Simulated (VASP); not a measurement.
The system is Mg.

```xyz
1
Lattice="2.7913 -1.5245 -0.2781 2.7913 1.5245 -0.2781 -1.3291 0.0000 2.8526" Properties=species:S:1:pos:R:3 pbc="T T T"
Mg    1.7935    0.0000    0.5663
```

```yaml
Program: VASP 6.6.1
Task: relaxation of cell and atoms
Functional: PBE
Potentials_or_basis: VASP PAW PBE potentials, release 64 (Mg)
Cutoff: 600 eV
k_mesh: 14 × 14 × 14
Occupations: gaussian, width 0.1 eV
Spin: no spin polarisation
```

At the start: pressure 0.0 GPa; volume 23.15 Å³/atom.

Question: Where does the relaxation end?

Answer: Over 9 steps the energy falls by 23.4 meV/atom and the volume is 23.09 Å³/atom (-0.2 %); space group Fm-3m (No. 225, to 0.05 Å).

The path:
```tsv
step	energy change (eV)	largest force (eV/Å)	pressure (GPa)	volume (Å³)
1	0.0000	0.0000	0.02	23.15
2	-0.0097	0.0000	-0.08	23.15
3	-0.0186	0.0000	-0.07	23.13
4	-0.0163	0.0000	0.16	23.02
5	-0.0209	0.0000	0.01	23.09
6	-0.0212	0.0000	-0.02	23.10
7	-0.0231	0.0000	0.01	23.09
8	-0.0233	0.0000	0.02	23.08
9	-0.0234	0.0000	0.00	23.09
```

Final structure:
```cif
data_structure
_symmetry_space_group_name_H-M 'P 1'
_symmetry_Int_Tables_number 1
_cell_length_a 3.1982
_cell_length_b 3.1982
_cell_length_c 3.1955
_cell_angle_alpha 119.998
_cell_angle_beta 119.998
_cell_angle_gamma 59.904
_cell_volume 23.09
loop_
_atom_site_label
_atom_site_type_symbol
_atom_site_fract_x
_atom_site_fract_y
_atom_site_fract_z
_atom_site_occupancy
Mg1 Mg 0.38647 0.38647 0.27390 1
```
